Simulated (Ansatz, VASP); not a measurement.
**SnO2: VASP beside Ansatz**

INCAR

```
SYSTEM = SnO2
  ALGO = Normal
  EDIFF = 1E-6
  ENCUT = 520
  GGA = CA
  ISIF = 2
  ISMEAR = 0
  LASPH = .TRUE.
  LCHARG = .TRUE.
  LELF = .TRUE.
  LREAL = .FALSE.
  LVHAR = .TRUE.
  LWAVE = .FALSE.
  NBANDS = 35
  NELM = 80
  PREC = Accurate
  SIGMA = 0.05
```

The input KPOINTS:

```
k-points
0
G
  12 12 2
  0 0 0
```

Contents of POSCAR:

```
SnO2
1.0
    3.2687584749     -0.2020638946     -0.3157605077
   -1.8093717034      3.0007015302      0.2253052580
   -1.0373612563      0.2557776321     10.3947084933
Sn O
2 4
Direct
    0.0121416307      0.0157477437      0.4983320539
    0.0014844101      0.0110370958     -0.0016055246
    0.6657384668      0.3331716057      0.4062271379
    0.6719233425      0.3327026050      0.0951094604
    0.3292628460      0.6578577751      0.5976869729
    0.3194493038      0.6494831748      0.9042498995
```

Input for Ansatz:

```yaml
crystal:
  lattice:
    - [3.2687584749, -0.2020638946, -0.3157605077]
    - [-1.8093717034, 3.0007015302, 0.225305258]
    - [-1.0373612563, 0.2557776321, 10.3947084933]
  atoms:
    - { symbol: Sn, position: [0.0121416307, 0.0157477437, 0.4983320539] }
    - { symbol: Sn, position: [0.0014844101, 0.0110370958, -0.0016055246] }
    - { symbol: O, position: [0.6657384668, 0.3331716057, 0.4062271379] }
    - { symbol: O, position: [0.6719233425, 0.332702605, 0.0951094604] }
    - { symbol: O, position: [0.329262846, 0.6578577751, 0.5976869729] }
    - { symbol: O, position: [0.3194493038, 0.6494831748, 0.9042498995] }
basis:
  ecutwfc: 420
kpoints:
  mp_grid: { grid: [12, 12, 2] }
hamiltonian:
  xc: lda
scf:
  occupations: { method: gaussian, width: 0.05 }
output:
  forces: true
  stress: true
  eigenvalues: true
  write_density: true
  write_potential: true
  elf: true
  volumetric_format: npy
```

Change from the starting cell: all atoms moved at random, sigma 0.02 Å a component, cell strained at random, sigma 0.06.

Alike in both runs: task single point; functional LDA; k mesh 12 × 12 × 2; occupations gaussian, width 0.05 eV; no spin polarisation.

```csv
,VASP,Ansatz
version,VASP 6.6.1,Ansatz 0.2.0
potentials or method,"VASP PAW LDA potentials, release 64 (Sn_d, O), cutoff 520 eV","scalar-relativistic, plane waves, PAW"
valence electrons in the cell,52,52
```

```tsv
	VASP	Ansatz	Ansatz less VASP
gap on the k mesh at the Fermi level (eV)	0.98	0.99	+0.003
least direct gap on the mesh (eV)	1.38	1.38	-0.004
pressure (GPa)	-6.8	-7.4	-0.56
traceless stress, the component that is largest in VASP (GPa)	12.48	12.28	-0.195
rms of the force components (eV/Å)	0.958	0.935	-0.0228
```

LDA's correlation is that of Perdew and Zunger in VASP and of Perdew and Wang (1992) in Ansatz. Atom by atom the forces differ by 0.039 eV/Å (rms over components).
